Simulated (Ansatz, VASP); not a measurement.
# Two plane-wave programs on Al3P2

```xyz
5
Lattice="3.4549 0.0000 0.0000 0.0000 3.4549 0.0000 0.0000 0.0000 7.1264" Properties=species:S:1:pos:R:3 pbc="T T T"
Al    1.7274    1.7274    0.0000
Al    0.0000    0.0000    1.4706
Al    0.0000    0.0000    5.6557
P     0.0000    1.7274    3.5632
P     1.7274    0.0000    3.5632
```

Alike in both runs: functional PBE; k mesh 6 × 6 × 2; occupations gaussian, width 0.1 eV; no spin polarisation.

Ansatz relaxed the structure, and its values are those at the end. VASP's run is a single point on that final structure, the one shown.

|  | VASP | Ansatz |
| --- | --- | --- |
| version | VASP 6.6.1 | Ansatz 0.2.0 |
| potentials or method | VASP PAW PBE potentials, release 64 (Al, P), cutoff 520 eV | scalar-relativistic, plane waves, PAW |
| valence electrons in the cell | 19 | 19 |

|  | VASP | Ansatz | Ansatz less VASP |
| --- | --- | --- | --- |
| gap on the k mesh at the Fermi level (eV) | none | none | - |
| pressure (GPa) | -0.1 | 0.0 | +0.09 |
| rms of the force components (eV/Å) | 0.004 | 0.002 | -0.0022 |

A gap of «none» marks a metal or a gap that the smearing closes. With one functional, cell and mesh, what is left measures potentials, basis and numerics.

The k mesh is coarse, so the values compare programs but aren't converged.
